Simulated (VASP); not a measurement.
Input of a VASP 6.6.1 run:

INCAR

```
SYSTEM = La2O3
PREC = Accurate
ENCUT = 520
EDIFF = 1E-6
ISMEAR = -1
SIGMA = 0.05
LREAL = .False.
LASPH = .True.
NELM = 60
ALGO = Normal
ISIF = 2
LWAVE = .False.
LCHARG = .False.
GGA = PE
NBANDS = 28
```

File KPOINTS:

```
Automatic mesh
0
Gamma
  5 5 8
  0 0 0
```

POSCAR

```
La2O3
1.0
    6.2841773941      0.0000000000      0.0000000000
   -3.1420886970      5.4422572652      0.0000000000
    0.0000000000      0.0000000000      3.2454307304
La O
2 3
Direct
    0.6666666667      0.3333333333      0.4981030000
    0.3333333333      0.6666666667      0.5018970000
    0.5046070000      0.0000000000      0.0000000000
    0.0000000000      0.5046070000      0.0000000000
    0.4953930000      0.4953930000      0.0000000000
```

Potentials or basis: VASP PAW PBE potentials, release 64 (La, O).

Launch:

```console
$ cat potpaw_PBE.64/La/POTCAR potpaw_PBE.64/O/POTCAR > POTCAR
$ mpirun -np 1 vasp_std > vasp.out
```

(1) Predict the largest force.

(2) Predict the band gap on the k mesh.

Answers

(1) 0.024 eV/Å.

(2) 1.44 eV, indirect (least direct gap 2.00 eV).

Caveat: spin-orbit coupling is left out, which moves the levels of the heavy elements.
